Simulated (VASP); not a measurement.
# TiCo3 (Pm-3m) in VASP: a series of runs

The runs below take TiCo3 through single point, with PBEsol.

Program: VASP 6.6.1. These are calculated values, not measurements. Logs are shortened: lines on timing, memory, paths and dates and some standing lists are left out, and cuts for length are marked.

## (1) The cell of the first run

Symmetry: Pm-3m, No. 221, cubic system. The conventional cell has a = 3.171 Å, b = 3.171 Å, c = 3.171 Å, α = 90.00°, β = 90.00°, γ = 90.00°. Within 3.0 Å of Ti (site symmetry m-3m) lie 12 Co at 2.24 Å. Within 3.0 Å of Co (site symmetry 4/mmm) lie 4 Ti at 2.24 Å and 8 Co at 2.24 Å.

## (2) Single point, PBEsol (7.97 Å³/atom)

The input, INCAR:

```
ALGO = Normal
EDIFF = 1E-6
ENCUT = 520
GGA = PS
ISIF = 2
ISMEAR = -1
LASPH = T
LCHARG = F
LREAL = F
LWAVE = F
NBANDS = 28
NELM = 100
PREC = Accurate
SIGMA = 0.05
```

The input, KPOINTS:

```
k-points
0
Gamma
  10 10 10
```

The input, POSCAR:

```
TiCo3
1.0
    3.1707051902      0.0000000000      0.0000000000
    0.0000000000      3.1707051902      0.0000000000
    0.0000000000      0.0000000000      3.1707051902
Ti Co
1 3
Direct
    0.0000000000      0.0000000000      0.0000000000
    0.0000000000      0.5000000000      0.5000000000
    0.5000000000      0.0000000000      0.5000000000
    0.5000000000      0.5000000000      0.0000000000
```

Potentials or basis: VASP PAW PBE potentials, release 64 (Ti_sv, Co).

On the command line:

```sh
cat potpaw_PBE.64/Ti_sv/POTCAR potpaw_PBE.64/Co/POTCAR > POTCAR
mpirun -np 1 vasp_std > vasp.out
```

OUTCAR:

```text
EDIFF = 1E-6
   ENCUT = 520
   GGA = PS
   ISIF = 2
   ISMEAR = -1
   LASPH = T
   LREAL = F
   NELM = 100
   PREC = Accurate

 ion  position               nearest neighbor table
   1  0.000  0.000  0.000-   2 2.24   3 2.24   4 2.24   2 2.24   3 2.24   2 2.24   4 2.24   2 2.24
                             3 2.24   4 2.24   3 2.24   4 2.24
   2  0.000  0.500  0.500-   1 2.24   3 2.24   4 2.24   1 2.24   4 2.24   1 2.24   3 2.24   1 2.24
                             3 2.24   4 2.24   4 2.24   3 2.24
   3  0.500  0.000  0.500-   1 2.24   2 2.24   4 2.24   1 2.24   4 2.24   2 2.24   4 2.24   4 2.24
                             1 2.24   2 2.24   1 2.24   2 2.24
   4  0.500  0.500  0.000-   1 2.24   2 2.24   3 2.24   2 2.24   3 2.24   1 2.24   3 2.24   3 2.24
                             1 2.24   2 2.24   2 2.24   1 2.24

  LATTYP: Found a simple cubic cell.
 ALAT       =     3.1707051902

  Lattice vectors:

 A1 = (   3.1707051902,   0.0000000000,   0.0000000000)
 A2 = (   0.0000000000,   3.1707051902,   0.0000000000)
 A3 = (   0.0000000000,   0.0000000000,   3.1707051902)

Analysis of symmetry for initial positions (statically):
=====================================================================
 Subroutine PRICEL returns:
 Original cell was already a primitive cell.

 Routine SETGRP: Setting up the symmetry group for a
 simple cubic supercell.

 Subroutine GETGRP returns: Found 48 space group operations
 (whereof 48 operations were pure point group operations)
 out of a pool of 48 trial point group operations.

The static configuration has the point symmetry O_h .

Analysis of symmetry for dynamics (positions and initial velocities):
=====================================================================
 Subroutine PRICEL returns:
 Original cell was already a primitive cell.

 Routine SETGRP: Setting up the symmetry group for a
 simple cubic supercell.

 Subroutine GETGRP returns: Found 48 space group operations
 (whereof 48 operations were pure point group operations)
 out of a pool of 48 trial point group operations.

The dynamic configuration has the point symmetry O_h .

 Subroutine INISYM returns: Found 48 space group operations
 (whereof 48 operations are pure point group operations),
 and found     1 'primitive' translations

----------------------------------------------------------------------------------------

                                     Primitive cell

  volume of cell :      31.8763

  direct lattice vectors                    reciprocal lattice vectors
     3.170705190  0.000000000  0.000000000     0.315387253  0.000000000  0.000000000
     0.000000000  3.170705190  0.000000000     0.000000000  0.315387253  0.000000000
     0.000000000  0.000000000  3.170705190     0.000000000  0.000000000  0.315387253

  length of vectors
     3.170705190  3.170705190  3.170705190     0.315387253  0.315387253  0.315387253

  position of ions in fractional coordinates (direct lattice)
     0.000000000  0.000000000  0.000000000
     0.000000000  0.500000000  0.500000000
     0.500000000  0.000000000  0.500000000
     0.500000000  0.500000000  0.000000000

  ion indices of the primitive-cell ions
   primitive index   ion index
                 1           1
                 2           2
                 3           3
                 4           4

----------------------------------------------------------------------------------------

 KPOINTS: k-points

Automatic generation of k-mesh.
 Grid dimensions read from file:
 generate k-points for:   10   10   10

 Generating k-lattice:

  Cartesian coordinates                     Fractional coordinates (reciprocal lattice)
     0.031538725  0.000000000  0.000000000     0.100000000  0.000000000  0.000000000
     0.000000000  0.031538725  0.000000000     0.000000000  0.100000000  0.000000000
     0.000000000  0.000000000  0.031538725     0.000000000  0.000000000  0.100000000

  Length of vectors
     0.031538725  0.031538725  0.031538725

  Shift w.r.t. Gamma in fractional coordinates (k-lattice)
     0.000000000  0.000000000  0.000000000

 Subroutine IBZKPT returns following result:
 ===========================================

 Found     56 irreducible k-points:

 Following reciprocal coordinates:
            Coordinates               Weight
  0.000000  0.000000  0.000000      1.000000
  0.100000  0.000000  0.000000      6.000000
  0.200000  0.000000  0.000000      6.000000
  0.300000  0.000000  0.000000      6.000000
  0.400000  0.000000  0.000000      6.000000
  0.500000  0.000000  0.000000      3.000000
[... 16 lines left out ...]
  0.200000  0.100000  0.100000     24.000000
  0.300000  0.100000  0.100000     24.000000
 [... further k-points ...]
   k-points           NKPTS =     56   k-points in BZ     NKDIM =     56   number of bands    NBANDS=     28
   number of dos      NEDOS =    301   number of ions     NIONS =      4
   total plane-waves  NPLWV =  13824
   dimension x,y,z NGX =    24 NGY =   24 NGZ =   24
   dimension x,y,z NGXF=    48 NGYF=   48 NGZF=   48
   ions per type =               1   3
   NGX,Y,Z   is equivalent  to a cutoff of  12.58, 12.58, 12.58 a.u.
   NGXF,Y,Z  is equivalent  to a cutoff of  25.17, 25.17, 25.17 a.u.
 SYSTEM =  unknown system
   PREC   = accura    normal or accurate (medium, high low for compatibility)
   ISTART =      0    job   : 0-new  1-cont  2-samecut
   ICHARG =      2    charge: 1-file 2-atom 10-const
   ISPIN  =      1    spin polarized calculation?
   LNONCOLLINEAR =      F non collinear calculations
   LSORBIT =      F    spin-orbit coupling
   LASPH  =      T    aspherical Exc in radial PAW
   ENCUT  =  520.0 eV  38.22 Ry    6.18 a.u.   5.90  5.90  5.90*2*pi/ulx,y,z
   NELM   =    100;   NELMIN=  2; NELMDL= -5     # of ELM steps
   EDIFF  = 0.1E-05   stopping-criterion for ELM
   LREAL  =      F    real-space projection
   EDIFFG = 0.1E-04   stopping-criterion for IOM
   NSW    =      0    number of steps for IOM
   IBRION =     -1    ionic relax: 0-MD 1-quasi-New 2-CG
   NFREE  =      0    steps in history (QN), initial steepest desc. (CG)
   ISIF   =      2    stress and relaxation
   ISYM   =      2    0-nonsym 1-usesym 2-fastsym
   POTIM  = 0.5000    time-step for ionic-motion
   TEBEG  =    0.0;   TEEND  =   0.0 temperature during run
   PSTRESS=    0.0 pullay stress
   NELECT =      39.0000    total number of electrons
   NUPDOWN=      -1.0000    fix difference up-down
   EMIN   =  10.00;   EMAX   =-10.00  energy-range for DOS
   EFERMI =   0.00;   METHOD = LEGACY
   ISMEAR =    -1;   SIGMA  =   0.05  broadening in eV -4-tet -1-fermi 0-gaus
   EFERMI_NEDOS =   21; number of points for ismear=-14 and -15
   IALGO  =     38    algorithm
   IMIX   =      4    mixing-type and parameters
     AMIX     =   0.40;   BMIX     =  1.00
     AMIX_MAG =   1.60;   BMIX_MAG =  1.00
  volume/ion in A,a.u.               =       7.97        53.78
  Fermi-wavevector in a.u.,A,eV,Ry     =   1.750950  3.308816 41.713111  3.065827
  Thomas-Fermi vector in A             =   2.821570
   LORBIT       =      0    0 simple, 1 ext, 2 COOP (PROOUT), +10 PAW based schemes
   GGA     = PS    functional components
   LHFCALC =     F    Hartree Fock is set to
   AEXX    =    0.0000 exact exchange contribution
   IVDW    =     0    specifies the selected vdW correction
   LEPSILON=     F    determine dielectric tensor
   LRPA    =     F    only Hartree local field effects (RPA)
 non-spin polarized calculation
  energy-cutoff  :      520.00
  volume of cell :       31.88
 maximum number of plane-waves:       912
 NGX is ok and might be reduce to    24
   NGX = 11   NGY = 11   NGZ = 11

 number of electron      38.9999974 magnetization

 Free energy of the ion-electron system (eV)
  ---------------------------------------------------
  ext. energy  EPLUGINS =         0.00000000
  ---------------------------------------------------
  free energy    TOTEN  =       -28.49025294 eV

  energy without entropy =      -28.46397848  energy(sigma->0) =      -28.47711571

 E-fermi :  16.1175     XC(G=0): -15.6472

 val. band max:       16.1101975770   @ k =   0.5000   0.1000   0.0000
 cond. band min:      16.1266375835   @ k =   0.5000   0.5000   0.3000
 fundamental gap:      0.0164400065
 Fermi energy:        16.1175232162

 k-point     1 :       0.0000    0.0000    0.0000
  band No.  band energies     occupation
      1     -39.4090      2.00000
      2     -15.8673      2.00000
      3     -15.8673      2.00000
      4     -15.8673      2.00000
      5       6.4181      2.00000
      6       9.1679      2.00000
[... 20 lines left out ...]
     27      21.3854      0.00000
     28      21.3854      0.00000

 k-point     2 :       0.1000    0.0000    0.0000
  band No.  band energies     occupation
      1     -39.4058      2.00000
      2     -15.8967      2.00000
      3     -15.8706      2.00000
      4     -15.8706      2.00000
      5       6.6044      2.00000
      6       9.2938      2.00000
[... 20 lines left out ...]
     27      22.5093      0.00000
     28      22.5093      0.00000

 k-point     3 :       0.2000    0.0000    0.0000
  band No.  band energies     occupation
      1     -39.3972      2.00000
      2     -15.9729      2.00000
      3     -15.8794      2.00000
      4     -15.8794      2.00000
      5       7.1406      2.00000
      6       9.6462      2.00000
[... 20 lines left out ...]
     27      24.0269      0.00000
     28      24.0269      0.00000

 k-point     4 :       0.3000    0.0000    0.0000
  band No.  band energies     occupation
      1     -39.3865      2.00000
      2     -16.0659      2.00000
      3     -15.8903      2.00000
      4     -15.8903      2.00000
      5       7.9542      2.00000
      6      10.0506      2.00000
[... 578 lines left out ...]
     27      22.5836      0.00000
     28      23.1193      0.00000

 k-point    23 :       0.2000    0.1000    0.1000
  band No.  band energies     occupation
      1     -39.3920      2.00000
      2     -15.9788      2.00000
      3     -15.9096      2.00000
      4     -15.8986      2.00000
      5       7.4737      2.00000
      6       9.8818      2.00000
[... 20 lines left out ...]
     27      23.9688      0.00000
     28      24.0187      0.00000

 k-point    24 :       0.3000    0.1000    0.1000
  band No.  band energies     occupation
      1     -39.3824      2.00000
      2     -16.0620      2.00000
      3     -15.9206      2.00000
      4     -15.9061      2.00000
      5       8.2483      2.00000
      6      10.3054      2.00000
[... 20 lines left out ...]
     27      25.2470      0.00000
     28      25.4662      0.00000

 [... further k-points ...]

------------------------ aborting loop because EDIFF is reached ----------------------------------------

  FORCE on cell =-STRESS in cart. coord.  units (eV):
  Direction    XX          YY          ZZ          XY          YZ          ZX
  --------------------------------------------------------------------------------------
  -------------------------------------------------------------------------------------
  Total       30.3076480     30.3076480     30.3076480      0.0000000     -0.0000000      0.0000000
  in kB     1523.3343200   1523.3343200   1523.3343200      0.0000000     -0.0000000      0.0000000
  external PRESSURE =    1523.3343200 kB  Pullay stress =       0.0000000 kB

 VOLUME and BASIS-vectors are now :
 -----------------------------------------------------------------------------
  energy-cutoff  :      520.00
  volume of cell :       31.88
      direct lattice vectors                 reciprocal lattice vectors
     3.170705190  0.000000000  0.000000000     0.315387253  0.000000000  0.000000000
     0.000000000  3.170705190  0.000000000     0.000000000  0.315387253  0.000000000
     0.000000000  0.000000000  3.170705190     0.000000000  0.000000000  0.315387253

 POSITION                                       TOTAL-FORCE (eV/Angst)
 -----------------------------------------------------------------------------------
      0.00000      0.00000      0.00000         0.000000      0.000000      0.000000
      0.00000      1.58535      1.58535         0.000000      0.000000      0.000000
      1.58535      0.00000      1.58535         0.000000      0.000000      0.000000
      1.58535      1.58535      0.00000         0.000000      0.000000      0.000000
 -----------------------------------------------------------------------------------
    total drift:                                0.000000     -0.000000     -0.000000

  FREE ENERGIE OF THE ION-ELECTRON SYSTEM (eV)
  ---------------------------------------------------
  free  energy   TOTEN  =       -28.4902529435 eV

  energy  without entropy=      -28.4639784845  energy(sigma->0) =      -28.47711571
```

Wall time 57 s (1 thread of Intel Xeon 8259CL, shared host); peak memory 0.17 GiB.

Results:

- Free energy: -28.4903 eV
- Pressure: 152.3 GPa
- Band gap on the k mesh: zero (an odd number of electrons rules out a gap without spin polarisation)

Levels at points of the mesh, in eV from the Fermi level:
| k point | band 18 | band 19 | band 20 | band 21 | band 22 | band 23 |
| --- | --- | --- | --- | --- | --- | --- |
| (0.00, 0.00, 0.00) | 1.23 | 1.23 | 1.23 | 3.84 | 3.84 | 4.95 |
| (0.50, 0.00, 0.00) | -0.92 | -0.85 | 0.19 | 1.24 | 1.59 | 1.59 |
| (0.50, 0.50, 0.00) | -1.33 | -1.33 | -0.67 | -0.58 | 2.36 | 2.36 |
| (0.50, 0.50, 0.50) | 0.85 | 0.85 | 0.85 | 1.94 | 1.94 | 1.94 |

Caveat: the cell stands under pressure; the PAW data sets were made with another functional, which shifts forces and pressure a little; the run has no spin polarisation, though such a crystal can be magnetic.

(Part 1 of 2 ends here.)
